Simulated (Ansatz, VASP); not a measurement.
**One calculation of W3O, two programs**

INCAR

```
SYSTEM = W3O
PREC = Accurate
ENCUT = 520
EDIFF = 1E-7
ISMEAR = 0
SIGMA = 0.15
LREAL = .False.
LASPH = .True.
NELM = 60
ALGO = Normal
ISIF = 2
LWAVE = .False.
LCHARG = .False.
GGA = PS
NBANDS = 58
```

KPOINTS

```
regular mesh
0
Gamma
  8 8 8
  0 0 0
```

The input POSCAR:

```
W3O
1.0
    4.8313496660      0.0000000000      0.0000000000
    0.0000000000      4.8313496660      0.0000000000
    0.0000000000      0.0000000000      4.9762901560
W O
6 2
Direct
    0.5000000000      0.7500000000      0.0000000000
    0.0000000000      0.5000000000      0.7500000000
    0.2500000000      0.0000000000      0.5000000000
    0.5000000000      0.2500000000      0.0000000000
    0.0000000000      0.5000000000      0.2500000000
    0.7500000000      0.0000000000      0.5000000000
    0.5000000000      0.5000000000      0.5000000000
    0.0000000000      0.0000000000      0.0000000000
```

Input for Ansatz:

```yaml
crystal:
  lattice:
    - [4.831349666, 0.0, 0.0]
    - [0.0, 4.831349666, 0.0]
    - [0.0, 0.0, 4.976290156]
  atoms:
    - { symbol: W, position: [0.5, 0.75, 0.0] }
    - { symbol: W, position: [0.0, 0.5, 0.75] }
    - { symbol: W, position: [0.25, 0.0, 0.5] }
    - { symbol: W, position: [0.5, 0.25, 0.0] }
    - { symbol: W, position: [0.0, 0.5, 0.25] }
    - { symbol: W, position: [0.75, 0.0, 0.5] }
    - { symbol: O, position: [0.5, 0.5, 0.5] }
    - { symbol: O, position: [0.0, 0.0, 0.0] }
basis:
  ecutwfc: 420
kpoints:
  mp_grid: { grid: [8, 8, 8] }
hamiltonian:
  xc: pbesol
scf:
  occupations: { method: gaussian, width: 0.15 }
output:
  forces: true
  stress: true
  eigenvalues: true
```

Change from the starting cell: strain +0.000 along x and y, +0.030 along z, atoms carried along.

Alike in both runs: task single point; functional PBEsol; k mesh 8 × 8 × 8; occupations gaussian, width 0.15 eV; no spin polarisation.

|  | VASP | Ansatz |
| --- | --- | --- |
| version | VASP 6.6.1 | Ansatz 0.2.0 |
| potentials or method | VASP PAW PBE potentials, release 64 (W_sv, O), cutoff 520 eV | scalar-relativistic, plane waves, PAW |
| valence electrons in the cell | 96 | 96 |

```csv
,VASP,Ansatz,Ansatz less VASP
gap on the k mesh at the Fermi level (eV),none,none,-
pressure (GPa),-6.4,-7.2,-0.85
"traceless stress, the component that is largest in VASP (GPa)",-1.50,-1.26,+0.242
rms of the force components (eV/Å),0.114,0.113,-0.0005
```

VASP's potentials were made for PBE, not for PBEsol. Atom by atom the forces differ by 0.001 eV/Å (rms over components). A gap of «none» marks a metal or a gap that the smearing closes. The functional is the same, so the differences come from potentials, cutoffs and numerics.

Neither program's run includes spin-orbit coupling.
